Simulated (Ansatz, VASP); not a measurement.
This is a calculation of WS2 for Ansatz 0.2.0.

input.yaml

```yaml
crystal:
  lattice:
    - [3.40621514, 0.0, 0.0]
    - [0.0, 3.40621514, 0.0]
    - [0.0, 0.0, 10.75728372]
  atoms:
    - { symbol: W, position: [0.486378, 0.500685, 0.500156] }
    - { symbol: S, position: [0.495054, 0.496277, 0.917605] }
    - { symbol: S, position: [0.507449, 0.50393, 0.082435] }
kpoints:
  mp_grid: { grid: [8, 8, 3] }
scf:
  occupations: { method: fermi_dirac, width: 0.05 }
hamiltonian:
  xc: pbe
  pseudopotentials: { kind: all_electron, lapw: { basis_error: 0.001 } }
output:
  forces: true
  stress: true
  eigenvalues: true
  populations: true
```

Potentials or basis: all-electron LAPW, scalar-relativistic.

Run with:

```bash
$ ansatz run input.yaml --threads 2 --pin off --max-ram 6144MiB --backend cpu --events-out ev --progress --plain --runs-dir out
```

Question: Set up the same calculation for VASP 6.6.1. Potentials there: VASP PAW PBE potentials, release 64 (W_sv, S).

Answer: As run (the cutoff follows the program's own potentials):

File INCAR:

```
SYSTEM = WS2
PREC = Accurate
ENCUT = 520
EDIFF = 1E-6
ISMEAR = -1
SIGMA = 0.05
LREAL = .FALSE.
LASPH = .TRUE.
NELM = 60
ALGO = Normal
ISIF = 2
LWAVE = .FALSE.
LCHARG = .FALSE.
GGA = PE
NBANDS = 20
```

KPOINTS

```
regular mesh
0
G
  8 8 3
  0 0 0
```

The input POSCAR:

```
WS2
1.0
    3.4062151400      0.0000000000      0.0000000000
    0.0000000000      3.4062151400      0.0000000000
    0.0000000000      0.0000000000     10.7572837200
W S
1 2
Direct
    0.4863780000      0.5006850000      0.5001560000
    0.4950540000      0.4962770000      0.9176050000
    0.5074490000      0.5039300000      0.0824350000
```

Potentials or basis: VASP PAW PBE potentials, release 64 (W_sv, S).

Run with:

```sh
$ cat potpaw_PBE.64/W_sv/POTCAR potpaw_PBE.64/S/POTCAR > POTCAR
$ mpirun -np 1 vasp_std > vasp.out
```

Both were run:

|  | VASP | Ansatz | Ansatz less VASP |
| --- | --- | --- | --- |
| gap on the k mesh at the Fermi level (eV) | none | none | - |
| pressure (GPa) | -4.7 | -4.3 | +0.35 |
| traceless stress, the component that is largest in VASP (GPa) | 15.40 | 16.05 | +0.652 |
| rms of the force components (eV/Å) | 2.286 | 2.487 | +0.2011 |

Atom by atom the forces differ by 0.201 eV/Å (rms over components). A gap of «none» marks a metal or a gap that the smearing closes. Ansatz ran all-electron here, and VASP with PAW potentials.

Spin-orbit coupling is off throughout.
